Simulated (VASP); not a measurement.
Input of a VASP 6.6.1 run:

File INCAR:

```
  PREC = Accurate
  ENCUT = 520
  EDIFF = 1E-6
  ISMEAR = -1
  SIGMA = 0.05
  LREAL = F
  LASPH = T
  NELM = 80
  ALGO = Normal
  ISIF = 2
  LWAVE = F
  LCHARG = F
  GGA = PE
  NBANDS = 26
```

File KPOINTS:

```
Automatic mesh
0
Gamma
  9 9 5
```

POSCAR

```
NbAs
1.0
    2.9025152165      0.0000000000      0.0000000000
   -1.4512576083      2.5136519124      0.0000000000
    0.0000000000      0.0000000000      9.1906636775
Nb As
2 2
Direct
    0.3333333333      0.6666666667      0.0497374143
    0.6666666667      0.3333333333      0.5497374143
    0.3333333333      0.6666666667      0.3262625857
    0.6666666667      0.3333333333      0.8262625857
```

Potentials or basis: VASP PAW PBE potentials, release 64 (Nb_sv, As).

Command:

```console
$ cat potpaw_PBE.64/Nb_sv/POTCAR potpaw_PBE.64/As/POTCAR > POTCAR
$ mpirun -np 1 vasp_std > vasp.out
```

Problem. Estimate the largest force.

Solution. 0.010 eV/Å.

Problem. Predict the band gap on the k mesh.

Solution. Zero (bands 18 and 19 overlap by 1.13 eV).

Problem. What does it give for the pressure?

Solution. 17.0 GPa.

Forces in eV/Å, atoms in the order of the input:
```
Nb   0.000  0.000  0.010
Nb   0.000  0.000  0.010
As   0.000  0.000 -0.010
As   0.000  0.000 -0.010
```

Caveat: the cell stands under pressure.
